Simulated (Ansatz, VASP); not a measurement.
**Zr3WCl: VASP beside Ansatz**

Contents of INCAR:

```
SYSTEM = Zr3WCl
  PREC = Accurate
  ENCUT = 600
  EDIFF = 1E-6
  ISMEAR = 0
  SIGMA = 0.1
  LREAL = .FALSE.
  LASPH = .TRUE.
  NELM = 100
  ALGO = Normal
  ISIF = 3
  LWAVE = .FALSE.
  LCHARG = .FALSE.
  GGA = PE
  IBRION = 2
  NSW = 100
  EDIFFG = -0.01
```

File KPOINTS:

```
Automatic mesh
0
G
  8 8 8
  0 0 0
```

Contents of POSCAR:

```
Zr3WCl
1.0
    4.7195775392      0.0000000000      0.0000000000
    0.0000000000      4.7195775392      0.0000000000
    0.0000000000      0.0000000000      4.7195775392
Zr W Cl
3 1 1
Direct
    0.5000000000      0.5000000000      0.0000000000
    0.5000000000      0.0000000000      0.5000000000
    0.0000000000      0.5000000000      0.5000000000
    0.0000000000      0.0000000000      0.0000000000
    0.5000000000      0.5000000000      0.5000000000
```

Input for Ansatz:

```yaml
crystal:
  lattice:
    - [4.7195775392, 0.0, 0.0]
    - [0.0, 4.7195775392, 0.0]
    - [0.0, 0.0, 4.7195775392]
  atoms:
    - { symbol: Zr, position: [0.5, 0.5, 0.0] }
    - { symbol: Zr, position: [0.5, 0.0, 0.5] }
    - { symbol: Zr, position: [0.0, 0.5, 0.5] }
    - { symbol: W, position: [0.0, 0.0, 0.0] }
    - { symbol: Cl, position: [0.5, 0.5, 0.5] }
basis:
  ecutwfc: 420
kpoints:
  mp_grid: { grid: [8, 8, 8] }
hamiltonian:
  xc: pbe
scf:
  occupations: { method: gaussian, width: 0.1 }
output:
  forces: true
  stress: true
  eigenvalues: true
relax:
  adjacent_minimum: "off"
  f_tol: 0.01
  max_steps: 80
  cell: { stress_tol: 0.05 }
```

Change from the starting cell: species swapped into the Ca3GeO type (Pm-3m, No. 221).

Alike in both runs: task relaxation of cell and atoms; functional PBE; k mesh 8 × 8 × 8; occupations gaussian, width 0.1 eV; no spin polarisation.

|  | VASP | Ansatz |
| --- | --- | --- |
| version | VASP 6.6.1 | Ansatz 0.2.0 |
| potentials or method | VASP PAW PBE potentials, release 64 (Zr_sv, W_sv, Cl), cutoff 600 eV | scalar-relativistic, plane waves, PAW |
| valence electrons in the cell | 57 | 57 |

VASP gave:

```
gap on the k mesh at the Fermi level, each at its own relaxed structure (eV) : none
relaxed volume (Å³/atom)                                                     : 21.00
relaxed cell length with the largest relative difference (Å)                 : 4.718
```

Task: Which values does Ansatz return?

Result: gap on the k mesh at the Fermi level, each at its own relaxed structure (eV): none; relaxed volume (Å³/atom): 20.98; relaxed cell length with the largest relative difference (Å): 4.716.

A gap of «none» marks a metal or a gap that the smearing closes.

Neither program's run includes spin-orbit coupling.
